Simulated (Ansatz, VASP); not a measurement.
TlBr: VASP beside Ansatz

The input POSCAR:

```
TlBr
1.0
    3.9451847160      0.0000000000      0.0000000000
    0.0000000000      3.9451847160      0.0000000000
    0.0000000000      0.0000000000      3.9451847160
Tl Br
1 1
Direct
    0.0000000000      0.0000000000      0.0000000000
    0.5000000000      0.5000000000      0.5000000000
```

Contents of INCAR.step1:

```
PREC     = Accurate       # precision mode
ENCUT    = 400            # plane-wave cutoff, eV
EDIFF    = 1E-5           # SCF threshold, eV
ISMEAR   = 0              # smearing method
SIGMA    = 0.01           # smearing width, eV
LREAL    = False          # projectors in reciprocal space
LASPH    = True           # aspherical terms in the spheres
NELM     = 120            # most SCF steps
ALGO     = Normal         # electronic algorithm
ISIF     = 2              # what is computed and relaxed
LWAVE    = True           # write WAVECAR
LCHARG   = False          # write CHGCAR
NBANDS   = 17             # bands
GGA      = PE             # functional
GGA_COMPAT= False
```

File INCAR.step2:

```
PREC     = Accurate       # precision mode
ENCUT    = 400            # plane-wave cutoff, eV
EDIFF    = 1E-6           # SCF threshold, eV
ISMEAR   = 0              # smearing method
SIGMA    = 0.01           # smearing width, eV
LREAL    = False          # projectors in reciprocal space
LASPH    = True           # aspherical terms in the spheres
NELM     = 120            # most SCF steps
ALGO     = Normal         # electronic algorithm
ISIF     = 2              # what is computed and relaxed
LWAVE    = False          # write WAVECAR
LCHARG   = False          # write CHGCAR
GGA      = PE             # functional
LHFCALC  = True           # exact exchange
AEXX     = 1.0            # exact-exchange fraction
ALDAC    = 0.0          
AGGAC    = 0.0          
PRECFOCK = Normal       
NBANDS   = 17             # bands
ISTART   = 1            
GGA_COMPAT= False
```

Contents of KPOINTS:

```
Automatic mesh
0
Gamma
  4 4 4
```

Input for Ansatz:

```yaml
crystal:
  lattice:
    - [3.945184716, 0.0, 0.0]
    - [0.0, 3.945184716, 0.0]
    - [0.0, 0.0, 3.945184716]
  atoms:
    - { symbol: Tl, position: [0.0, 0.0, 0.0] }
    - { symbol: Br, position: [0.5, 0.5, 0.5] }
kpoints:
  mp_grid: { grid: [4, 4, 4] }
  band_path:
    path:
      - [0.0, 0.0, 0.0]
      - [0.0, 0.5, 0.0]
      - [0.5, 0.5, 0.0]
      - [0.5, 0.5, 0.5]
      - [0.0, 0.0, 0.5]
    npoints: 1
hamiltonian:
  xc: hf
scf:
  occupations: { method: fixed }
  n_extra_bands: 4
output:
  forces: true
  stress: true
  eigenvalues: true
```

Alike in both runs: task single point; functional HF; k mesh 4 × 4 × 4; no spin polarisation.

```csv
,VASP,Ansatz
version,VASP 6.6.1,Ansatz 0.2.0
potentials or method,"VASP PAW PBE potentials, release 64 (Tl_d, Br)","plane waves, PAW"
plane-wave cutoff (eV),400,420
occupations,"gaussian, width 0.01 eV",fixed
valence electrons in the cell,20,20
```

|  | VASP | Ansatz | Ansatz less VASP |
| --- | --- | --- | --- |
| gap on the k mesh at the Fermi level (eV) | 7.71 | 7.62 | -0.092 |
| pressure (GPa) | 6.5 | 7.0 | +0.54 |

VASP's potentials were made for PBE, not for HF. Ansatz's warnings: stress exchange threshold loose, stress scf threshold loose.

Neither program's run includes spin-orbit coupling.
